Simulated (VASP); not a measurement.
# LiH2 in VASP: further runs, part 2 of 2

VASP 6.6.1.

## 3. Single point, PBE

This run uses another cell than the first one, of 12.84 Å³/atom.

The input, INCAR:

```
SYSTEM = LiH2
PREC = Accurate
ENCUT = 520
EDIFF = 1E-6
ISMEAR = 0
SIGMA = 0.02
LREAL = .FALSE.
LASPH = .TRUE.
NELM = 100
ALGO = Normal
ISIF = 2
LWAVE = .FALSE.
LCHARG = .FALSE.
GGA = PE
NBANDS = 14
```

The input, KPOINTS:

```
Automatic mesh
0
G
  8 8 8
  0 0 0
```

The input, POSCAR:

```
LiH2
1.0
   -2.4083414796      2.4083414796      3.3213035859
    2.4083414796     -2.4083414796      3.3213035859
    2.4083414796      2.4083414796     -3.3213035859
Li H
2 4
Direct
    0.0000000000      0.5000000000      0.5000000000
    0.5000000000      0.0000000000      0.5000000000
    0.3615782554      0.3615782554      0.7231565108
    0.3615782554      0.6384217446      0.0000000000
    0.6384217446      0.3615782554      0.0000000000
    0.6384217446      0.6384217446      0.2768434892
```

Potentials or basis: VASP PAW PBE potentials, release 64 (Li_sv, H).

Command:

```sh
$ cat potpaw_PBE.64/Li_sv/POTCAR potpaw_PBE.64/H/POTCAR > POTCAR
$ mpirun -np 1 vasp_std > vasp.out
```

OUTCAR:

```text
SYSTEM = LiH2
   PREC = Accurate
   ENCUT = 520
   EDIFF = 1E-6
   ISMEAR = 0
   LREAL = .FALSE.
   LASPH = .TRUE.
   NELM = 100
   ISIF = 2
   GGA = PE

 ion  position               nearest neighbor table
   1  0.000  0.500  0.500-
   2  0.500  0.000  0.500-
   3  0.362  0.362  0.723-
   4  0.362  0.638  0.000-
   5  0.638  0.362  0.000-
   6  0.638  0.638  0.277-

  LATTYP: Found a body centered tetragonal cell.
 ALAT       =     4.8166829592
 C/A-ratio  =     1.3790833294

  Lattice vectors:

 A1 = (  -2.4083414796,   2.4083414796,   3.3213035859)
 A2 = (   2.4083414796,  -2.4083414796,   3.3213035859)
 A3 = (   2.4083414796,   2.4083414796,  -3.3213035859)

Analysis of symmetry for initial positions (statically):
=====================================================================
 Subroutine PRICEL returns:
 Original cell was already a primitive cell.

 Routine SETGRP: Setting up the symmetry group for a
 body centered tetragonal supercell.

 Subroutine GETGRP returns: Found 16 space group operations
 (whereof 16 operations were pure point group operations)
 out of a pool of 16 trial point group operations.

The static configuration has the point symmetry D_4h.

Analysis of symmetry for dynamics (positions and initial velocities):
=====================================================================
 Subroutine PRICEL returns:
 Original cell was already a primitive cell.

 Routine SETGRP: Setting up the symmetry group for a
 body centered tetragonal supercell.

 Subroutine GETGRP returns: Found 16 space group operations
 (whereof 16 operations were pure point group operations)
 out of a pool of 16 trial point group operations.

The dynamic configuration has the point symmetry D_4h.

 Subroutine INISYM returns: Found 16 space group operations
 (whereof 16 operations are pure point group operations),
 and found     1 'primitive' translations

----------------------------------------------------------------------------------------

                                     Primitive cell

  volume of cell :      77.0557

  direct lattice vectors                    reciprocal lattice vectors
    -2.408341480  2.408341480  3.321303586     0.000000000  0.207611754  0.150543299
     2.408341480 -2.408341480  3.321303586     0.207611754  0.000000000  0.150543299
     2.408341480  2.408341480 -3.321303586     0.207611754  0.207611754  0.000000000

  length of vectors
     4.757233952  4.757233952  4.757233952     0.256448680  0.256448680  0.293607359

  position of ions in fractional coordinates (direct lattice)
     0.000000000  0.500000000  0.500000000
     0.500000000  0.000000000  0.500000000
     0.361578255  0.361578255  0.723156511
     0.361578255  0.638421745  0.000000000
     0.638421745  0.361578255  0.000000000
     0.638421745  0.638421745  0.276843489

  ion indices of the primitive-cell ions
   primitive index   ion index
                 1           1
                 2           2
                 3           3
                 4           4
                 5           5
                 6           6

[... 33 lines left out ...]
  0.125000  0.125000 -0.000000      8.000000
[... 16 lines left out ...]
  0.250000  0.125000  0.125000     16.000000
  0.375000  0.125000  0.125000      8.000000
 [... further k-points ...]
   k-points           NKPTS =     59   k-points in BZ     NKDIM =     59   number of bands    NBANDS=     14
   number of dos      NEDOS =    301   number of ions     NIONS =      6
   total plane-waves  NPLWV =  46656
   dimension x,y,z NGX =    36 NGY =   36 NGZ =   36
   dimension x,y,z NGXF=    72 NGYF=   72 NGZF=   72
   ions per type =               2   4
   NGX,Y,Z   is equivalent  to a cutoff of  12.58, 12.58, 12.58 a.u.
   NGXF,Y,Z  is equivalent  to a cutoff of  25.16, 25.16, 25.16 a.u.
 SYSTEM =  LiH2
   PREC   = accura    normal or accurate (medium, high low for compatibility)
   ISTART =      0    job   : 0-new  1-cont  2-samecut
   ICHARG =      2    charge: 1-file 2-atom 10-const
   ISPIN  =      1    spin polarized calculation?
   LNONCOLLINEAR =      F non collinear calculations
   LSORBIT =      F    spin-orbit coupling
   LASPH  =      T    aspherical Exc in radial PAW
   ENCUT  =  520.0 eV  38.22 Ry    6.18 a.u.   8.85  8.85  8.85*2*pi/ulx,y,z
   NELM   =    100;   NELMIN=  2; NELMDL= -5     # of ELM steps
   EDIFF  = 0.1E-05   stopping-criterion for ELM
   LREAL  =      F    real-space projection
[... 7 lines left out ...]
   TEBEG  =    0.0;   TEEND  =   0.0 temperature during run
   PSTRESS=    0.0 pullay stress
   NELECT =      10.0000    total number of electrons
   NUPDOWN=      -1.0000    fix difference up-down
   EMIN   =  10.00;   EMAX   =-10.00  energy-range for DOS
   EFERMI =   0.00;   METHOD = LEGACY
   ISMEAR =     0;   SIGMA  =   0.02  broadening in eV -4-tet -1-fermi 0-gaus
   EFERMI_NEDOS =   21; number of points for ismear=-14 and -15
   IALGO  =     38    algorithm
   IMIX   =      4    mixing-type and parameters
     AMIX     =   0.40;   BMIX     =  1.00
     AMIX_MAG =   1.60;   BMIX_MAG =  1.00
  volume/ion in A,a.u.               =      12.84        86.67
  Fermi-wavevector in a.u.,A,eV,Ry     =   0.828845  1.566290  9.346983  0.686984
  Thomas-Fermi vector in A             =   1.941290
   LORBIT       =      0    0 simple, 1 ext, 2 COOP (PROOUT), +10 PAW based schemes
   GGA     = PE    functional components
   LHFCALC =     F    Hartree Fock is set to
   AEXX    =    0.0000 exact exchange contribution
   IVDW    =     0    specifies the selected vdW correction
   LEPSILON=     F    determine dielectric tensor
   LRPA    =     F    only Hartree local field effects (RPA)
 non-spin polarized calculation
 Gauss-broadening in eV      SIGMA  =   0.02
  energy-cutoff  :      520.00
  volume of cell :       77.06
 maximum number of plane-waves:      2096
   NGX = 17   NGY = 17   NGZ = 17

 number of electron      10.0000007 magnetization

 Free energy of the ion-electron system (eV)
  ---------------------------------------------------
  ext. energy  EPLUGINS =         0.00000000
  ---------------------------------------------------
  free energy    TOTEN  =       -15.58534135 eV

  energy without entropy =      -15.58534135  energy(sigma->0) =      -15.58534135

 E-fermi :  -1.7662     XC(G=0):  -6.1889

 val. band max:       -1.9868322448   @ k =   0.5000   0.5000  -0.0000
 cond. band min:      -0.4001320538   @ k =   0.2500   0.2500   0.2500
 fundamental gap:      1.5867001910
 Fermi energy:        -1.7662092901

 k-point     1 :       0.0000    0.0000    0.0000
  band No.  band energies     occupation
      1     -46.8268      2.00000
      2     -46.8202      2.00000
      3      -8.3597      2.00000
      4      -2.3022      2.00000
      5      -2.3022      2.00000
      6       1.2757      0.00000
      7       3.9254      0.00000
      8       4.6411      0.00000
      9       6.5301      0.00000
     10       6.6019      0.00000
     11       6.6020      0.00000
     12       6.6652      0.00000
     13       6.6652      0.00000
     14       8.0484      0.00000
[... 377 lines left out ...]
      1     -46.8235      2.00000
      2     -46.8234      2.00000
      3      -8.1027      2.00000
      4      -2.9567      2.00000
      5      -2.4636      2.00000
      6       0.5803      0.00000
      7       3.0742      0.00000
      8       3.3432      0.00000
      9       6.3820      0.00000
     10       6.9869      0.00000
     11       7.2805      0.00000
     12       7.8761      0.00000
     13       8.5734      0.00000
     14       9.6389      0.00000

 [... further k-points ...]

------------------------ aborting loop because EDIFF is reached ----------------------------------------

  FORCE on cell =-STRESS in cart. coord.  units (eV):
  Direction    XX          YY          ZZ          XY          YZ          ZX
  --------------------------------------------------------------------------------------
  -------------------------------------------------------------------------------------
  Total       -0.0408170     -0.0408170     -0.0617985      0.0000000     -0.0000000      0.0000000
  in kB       -0.8486858     -0.8486858     -1.2849425      0.0000000     -0.0000000      0.0000000
  external PRESSURE =      -0.9941047 kB  Pullay stress =       0.0000000 kB

 VOLUME and BASIS-vectors are now :
 -----------------------------------------------------------------------------
  energy-cutoff  :      520.00
  volume of cell :       77.06
      direct lattice vectors                 reciprocal lattice vectors
    -2.408341480  2.408341480  3.321303586     0.000000000  0.207611754  0.150543299
     2.408341480 -2.408341480  3.321303586     0.207611754  0.000000000  0.150543299
     2.408341480  2.408341480 -3.321303586     0.207611754  0.207611754  0.000000000

 POSITION                                       TOTAL-FORCE (eV/Angst)
 -----------------------------------------------------------------------------------
      2.40834      0.00000      0.00000        -0.000000      0.000000      0.000000
      0.00000      2.40834      0.00000        -0.000000     -0.000000      0.000000
      1.74161      1.74161     -0.00000         0.000060      0.000060      0.000000
      0.66673     -0.66673      3.32130        -0.000060      0.000060      0.000000
     -0.66673      0.66673      3.32130         0.000060     -0.000060      0.000000
      0.66673      0.66673      3.32130        -0.000060     -0.000060     -0.000000
 -----------------------------------------------------------------------------------
    total drift:                                0.000000      0.000000      0.000000

  FREE ENERGIE OF THE ION-ELECTRON SYSTEM (eV)
  ---------------------------------------------------
  free  energy   TOTEN  =       -15.5853413499 eV

  energy  without entropy=      -15.5853413499  energy(sigma->0) =      -15.58534135
```

OSZICAR:

```text
N       E                     dE             d eps       ncg     rms          rms(c)
DAV:   1     0.288686631334E+02    0.28869E+02   -0.43521E+03  1652   0.637E+02
DAV:   2    -0.942143167063E+01   -0.38290E+02   -0.36204E+02  2014   0.148E+02
DAV:   3    -0.169390379175E+02   -0.75176E+01   -0.74649E+01  3214   0.372E+01
DAV:   4    -0.170289597840E+02   -0.89922E-01   -0.89889E-01  1964   0.720E+00
DAV:   5    -0.170306897843E+02   -0.17300E-02   -0.17300E-02  2508   0.845E-01    0.499E+00
DAV:   6    -0.158184240941E+02    0.12123E+01   -0.13176E+00  1892   0.321E+00    0.234E+00
DAV:   7    -0.155523084308E+02    0.26612E+00   -0.11994E+00  2154   0.329E+00    0.718E-01
DAV:   8    -0.155875964061E+02   -0.35288E-01   -0.13734E-01  1920   0.141E+00    0.274E-01
DAV:   9    -0.155846128630E+02    0.29835E-02   -0.17422E-02  2166   0.476E-01    0.713E-02
DAV:  10    -0.155853291671E+02   -0.71630E-03   -0.17414E-03  2036   0.184E-01    0.478E-02
DAV:  11    -0.155853383021E+02   -0.91350E-05   -0.56145E-04  2108   0.832E-02    0.870E-03
DAV:  12    -0.155853406287E+02   -0.23266E-05   -0.12859E-05  2236   0.229E-02    0.325E-03
DAV:  13    -0.155853413499E+02   -0.72122E-06   -0.32445E-06  2036   0.807E-03
   1 F= -.15585341E+02 E0= -.15585341E+02  d E =-.625981E-57
```

stdout:

```text
POSCAR found type information on POSCAR LiH
 POSCAR found :  2 types and       6 ions
 scaLAPACK will be used
 LDA part: xc-table for (Slater+PW92), standard interpolation
 POSCAR, INCAR and KPOINTS ok, starting setup
 FFT: planning ... GRIDC
 FFT: planning ... GRID_SOFT
 FFT: planning ... GRID
 WAVECAR not read
 entering main loop
```

Wall time 36 s (1 thread of AMD EPYC 9R45 (Zen 5), shared host); peak memory 0.18 GiB.

What came out:

```yaml
Free_energy: -15.5853 eV
Band_gap_on_the_k_mesh: 1.59 eV (least direct gap 1.81 eV)
```

Caveat: the cutoff is under 1.25 times the usual one of these potentials, so pressure, stress and relaxed cells hold a basis-set (Pulay) error. A k mesh can miss the band edges.

## 4. Single point, PBE

This run uses another cell than the first one, of 6.62 Å³/atom.

The input, INCAR:

```
ALGO = Normal
EDIFF = 1E-6
ENCUT = 520
GGA = PE
ISIF = 2
ISMEAR = 0
LASPH = True
LCHARG = False
LREAL = False
LWAVE = False
NBANDS = 14
NELM = 100
PREC = Accurate
SIGMA = 0.1
```

The input, KPOINTS:

```
k-points
0
Gamma
  10 10 14
```

The input, POSCAR:

```
LiH2
1.0
    3.1432222244      0.0000000000      0.0000000000
    0.0000000000      3.5516878695      0.0000000000
    0.0000000000      0.0000000000      3.5582825175
Li H
2 4
Direct
    0.5000000000      0.5000000000      0.5000000000
    0.0000000000      0.0000000000      0.0000000000
    0.2443420232      1.0000053957      0.5000000000
    0.7443420232      0.4999946043      0.0000000000
    0.7556579768     -0.0000053957      0.5000000000
    0.2556579768      0.5000053957      0.0000000000
```

Potentials or basis: VASP PAW PBE potentials, release 64 (Li_sv, H).

Command:

```sh
$ cat potpaw_PBE.64/Li_sv/POTCAR potpaw_PBE.64/H/POTCAR > POTCAR
$ mpirun -np 1 vasp_std > vasp.out
```

OUTCAR:

```text
EDIFF = 1E-6
   ENCUT = 520
   GGA = PE
   ISIF = 2
   ISMEAR = 0
   LASPH = True
   LREAL = False
   NELM = 100
   PREC = Accurate

 ion  position               nearest neighbor table
   1  0.500  0.500  0.500-
   2  0.000  0.000  0.000-
   3  0.244  0.000  0.500-
   4  0.744  0.500  0.000-
   5  0.756  1.000  0.500-
   6  0.256  0.500  0.000-

  LATTYP: Found a simple orthorhombic cell.
 ALAT       =     3.1432222244
 B/A-ratio  =     1.1299512462
 C/A-ratio  =     1.1320492996

  Lattice vectors:

 A1 = (   3.1432222244,   0.0000000000,   0.0000000000)
 A2 = (   0.0000000000,   3.5516878695,   0.0000000000)
 A3 = (   0.0000000000,   0.0000000000,   3.5582825175)

Analysis of symmetry for initial positions (statically):
=====================================================================
 Subroutine PRICEL returns:
 Original cell was already a primitive cell.

 Routine SETGRP: Setting up the symmetry group for a
[... 197 lines left out ...]
     10      14.0876      0.00000
     11      14.3489      0.00000
     12      14.4434      0.00000
     13      14.5178      0.00000
     14      17.1775      0.00000
[... 377 lines left out ...]
      1     -44.3327      2.00000
      2     -44.3327      2.00000
      3      -3.4534      2.00000
      4      -3.4534      2.00000
      5      -0.5415      2.00000
      6      -0.5415      2.00000
      7       9.0160      0.00000
      8       9.0160      0.00000
      9       9.4578      0.00000
     10       9.4578      0.00000
     11      12.8215      0.00000
     12      12.8215      0.00000
     13      14.9400      0.00000
     14      14.9400      0.00000

 [... further k-points ...]

------------------------ aborting loop because EDIFF is reached ----------------------------------------

  FORCE on cell =-STRESS in cart. coord.  units (eV):
  Direction    XX          YY          ZZ          XY          YZ          ZX
  --------------------------------------------------------------------------------------
  -------------------------------------------------------------------------------------
  Total       -0.0823826     -0.0689004     -0.0536524     -0.0000000      0.0000000      0.0000000
  in kB       -3.3227375     -2.7789575     -2.1639618     -0.0000000      0.0000000      0.0000000
  external PRESSURE =      -2.7552189 kB  Pullay stress =       0.0000000 kB

 VOLUME and BASIS-vectors are now :
 -----------------------------------------------------------------------------
  energy-cutoff  :      520.00
  volume of cell :       39.72
      direct lattice vectors                 reciprocal lattice vectors
     3.143222224  0.000000000  0.000000000     0.318144862  0.000000000  0.000000000
     0.000000000  3.551687869  0.000000000     0.000000000  0.281556273  0.000000000
     0.000000000  0.000000000  3.558282517     0.000000000  0.000000000  0.281034458

 POSITION                                       TOTAL-FORCE (eV/Angst)
 -----------------------------------------------------------------------------------
      1.57161      1.77584      1.77914         0.000000      0.000000      0.000000
      0.00000      0.00000      0.00000         0.000000      0.000000      0.000000
      0.76802      0.00002      1.77914         0.000020     -0.000090     -0.000000
      2.33963      1.77582      0.00000         0.000020      0.000090     -0.000000
      2.37520      3.55167      1.77914        -0.000020      0.000090      0.000000
      0.80359      1.77586      0.00000        -0.000020     -0.000090      0.000000
 -----------------------------------------------------------------------------------
    total drift:                                0.000000      0.000000     -0.000000

  FREE ENERGIE OF THE ION-ELECTRON SYSTEM (eV)
  ---------------------------------------------------
  free  energy   TOTEN  =       -16.3405243154 eV

  energy  without entropy=      -16.3386215639  energy(sigma->0) =      -16.33957294
```

OSZICAR:

```text
N       E                     dE             d eps       ncg     rms          rms(c)
DAV:   1     0.192702545377E+02    0.19270E+02   -0.39078E+03  8080   0.690E+02
DAV:   2    -0.134330158370E+02   -0.32703E+02   -0.31515E+02 10602   0.145E+02
DAV:   3    -0.166803365786E+02   -0.32473E+01   -0.32274E+01 14460   0.308E+01
DAV:   4    -0.167282150554E+02   -0.47878E-01   -0.47871E-01  9136   0.417E+00
DAV:   5    -0.167286613114E+02   -0.44626E-03   -0.44625E-03 11312   0.355E-01    0.342E+00
DAV:   6    -0.164502544525E+02    0.27841E+00   -0.83928E-02 10308   0.139E+00    0.188E+00
DAV:   7    -0.163366268167E+02    0.11363E+00   -0.18200E-01 11328   0.212E+00    0.260E-01
DAV:   8    -0.163405142486E+02   -0.38874E-02   -0.16291E-02  9800   0.790E-01    0.473E-02
DAV:   9    -0.163405221650E+02   -0.79164E-05   -0.21018E-04 11620   0.911E-02    0.217E-02
DAV:  10    -0.163405238076E+02   -0.16426E-05   -0.27127E-05  9316   0.323E-02    0.547E-03
DAV:  11    -0.163405243154E+02   -0.50776E-06   -0.13037E-06  9560   0.794E-03
   1 F= -.16340524E+02 E0= -.16339573E+02  d E =-.190275E-02
```

stdout:

```text
POSCAR found type information on POSCAR LiH
 POSCAR found :  2 types and       6 ions
 scaLAPACK will be used
 LDA part: xc-table for (Slater+PW92), standard interpolation
 POSCAR, INCAR and KPOINTS ok, starting setup
 FFT: planning ... GRIDC
 FFT: planning ... GRID_SOFT
 FFT: planning ... GRID
 WAVECAR not read
 entering main loop
```

Wall time 61 s (1 thread of AMD EPYC 9R45 (Zen 5), shared host); peak memory 0.2 GiB.

What came out:

```
Free energy            : -16.3405 eV
Band gap on the k mesh : zero (bands 5 and 6 overlap by 7.45 eV)
```

Levels at points of the mesh, in eV from the Fermi level:
| k point | band 2 | band 3 | band 4 | band 5 | band 6 | band 7 | band 8 | band 9 |
| --- | --- | --- | --- | --- | --- | --- | --- | --- |
| (0.00, 0.00, 0.00) | -46.44 | -9.48 | -4.52 | 1.13 | 2.79 | 2.83 | 5.97 | 7.18 |
| (0.50, 0.00, 0.00) | -46.45 | -6.26 | -6.26 | -1.03 | -1.03 | 6.44 | 6.44 | 6.50 |
| (0.00, 0.50, 0.00) | -46.45 | -7.73 | -7.73 | 3.31 | 3.31 | 5.66 | 5.66 | 5.95 |
| (0.50, 0.50, 0.00) | -46.45 | -4.71 | -4.71 | -3.90 | -3.90 | 6.80 | 6.80 | 8.23 |
| (0.00, 0.00, 0.50) | -46.45 | -7.75 | -7.75 | 3.31 | 3.31 | 5.71 | 5.71 | 6.08 |
| (0.50, 0.00, 0.50) | -46.45 | -5.00 | -5.00 | -3.57 | -3.57 | 6.74 | 6.74 | 8.32 |
| (0.00, 0.50, 0.50) | -46.45 | -7.51 | -7.51 | 1.34 | 1.34 | 4.09 | 4.09 | 10.63 |
| (0.50, 0.50, 0.50) | -46.45 | -4.08 | -4.08 | -3.74 | -3.74 | 2.06 | 2.06 | 6.75 |

Caveat: the cutoff is under 1.25 times the usual one of these potentials, so pressure, stress and relaxed cells hold a basis-set (Pulay) error.

## 5. Summary

| cell | k mesh | smearing | gap on the mesh (eV) |
| --- | --- | --- | --- |
| a = 4.714 Å, angles 118.6, 118.6, 92.5°, 6 atoms, atomic positions A | 6 × 6 × 6 | gaussian 0.1 eV | 1.60 |
| a = 4.757 Å, angles 119.2, 119.2, 91.4°, 6 atoms, atomic positions A | 8 × 8 × 8 | gaussian 0.02 eV | 1.59 |
| a = 3.143, b = 3.552, c = 3.558 Å, 6 atoms, atomic positions B | 10 × 10 × 14 | gaussian 0.1 eV | none |

Alike in all rows: task single point; level PBE; potentials or basis VASP PAW PBE potentials, release 64 (Li_sv, H); no spin polarisation; cutoff (eV) 520.

Caveats: the cutoff is under 1.25 times the usual one of these potentials, so pressure, stress and relaxed cells hold a basis-set (Pulay) error.

Total energies depend on the potentials used, so only differences within one code and one set of settings carry meaning.
